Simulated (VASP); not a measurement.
Pd:

```
Pd
1.0
    -1.57228    1.57228    1.57228
     1.57228   -1.57228    1.57228
     1.57228    1.57228   -1.57228
Pd
1
Direct
  0.00000 0.00000 0.00000
```

This isn't the form of Pd at room conditions, which is fcc.

Program: VASP 6.6.1. Alike in all runs: task single point; potentials or basis VASP PAW PBE potentials, release 64 (Pd); cell as given; cutoff (eV) 520; smearing fermi-dirac 0.05 eV.

Problem. Order these runs on this cell by their pressure, lowest first.
A. level HSE06; spin non-collinear, zero start, SOC; k mesh 5 × 5 × 5; share of exact exchange 0.25; screening parameter 0.2079 1/Å
B. level B3LYP; spin off; k mesh 6 × 6 × 6; share of exact exchange 0.2
C. level PBEsol-based screened hybrid with 25 % exact exchange; spin off; k mesh 6 × 6 × 6; share of exact exchange 0.25; screening parameter 0.207 1/Å
D. level r2SCAN0; spin off; k mesh 6 × 6 × 6; share of exact exchange 0.25
E. level PBE-based screened hybrid with 25 % exact exchange; spin off; k mesh 6 × 6 × 6; share of exact exchange 0.25; screening parameter 0.3 1/Å

Solution. C (-12.2 GPa), D (-8.6 GPa), E (-5.8 GPa), A (-1.0 GPa), B (2.8 GPa).

Caveats: all runs use coarse meshes; the PAW data sets were made with another functional, which shifts forces and pressure a little.
